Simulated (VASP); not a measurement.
Here is a VASP 6.6.1 calculation.

Contents of INCAR:

```
ALGO = Fast ; EDIFF = 1E-6
ENCUT = 520 ; GGA = PE
ISIF = 2 ; ISMEAR = 0
LASPH = T ; LCHARG = F
LREAL = F ; LWAVE = F
NBANDS = 63 ; NELM = 60
PREC = Accurate ; SIGMA = 0.15
```

File KPOINTS:

```
k-points
0
Gamma
  13 13 5
```

POSCAR

```
SiNi3
1.0
    0.0000000000     -3.5062596265      0.0000000000
    0.0000000000      0.0000000000     -3.5062596265
   11.0187788796      0.0000000000      0.0000000000
Si Ni
3 9
Direct
    1.0000000000      1.0000000000      0.2386398199
    1.0000000000      1.0000000000      0.5568474602
    1.0000000000      1.0000000000      0.8750551005
    0.5000000000      0.5000000000      0.8750551005
    0.5000000000      0.5000000000      0.2386398199
    0.5000000000      0.5000000000      0.5568474602
    0.0000000000      0.5000000000      0.0795359997
    0.0000000000      0.5000000000      0.3977436400
    0.0000000000      0.5000000000      0.7159512803
    0.5000000000      1.0000000000      0.0795359997
    0.5000000000      1.0000000000      0.3977436400
    0.5000000000      1.0000000000      0.7159512803
```

Potentials or basis: VASP PAW PBE potentials, release 64 (Si, Ni).

The run is started by

```sh
$ cat potpaw_PBE.64/Si/POTCAR potpaw_PBE.64/Ni/POTCAR > POTCAR
$ mpirun -np 1 vasp_std > vasp.out
```

Problem. Predict the largest force.

Solution. 1.661 eV/Å.

Problem. What does it give for the band gap on the k mesh?

Solution. Zero (bands 51 and 52 overlap by 0.50 eV).

Problem. Predict the pressure.

Solution. -5.2 GPa.

Stress tensor (GPa, compression positive):
```
-8.72  0.00  0.00
 0.00 -3.40  0.00
 0.00  0.00 -3.40
```

Caveat: the cell differs from its parent crystal (the distance across one plane changed); the stress differs along the axes, from -9 to -3 GPa; forces of over 1 eV/Å act on the atoms, so gaps and moduli don't describe the material at rest. Spin polarisation is off, so any magnetic state and its effect on volume and gap are missing.
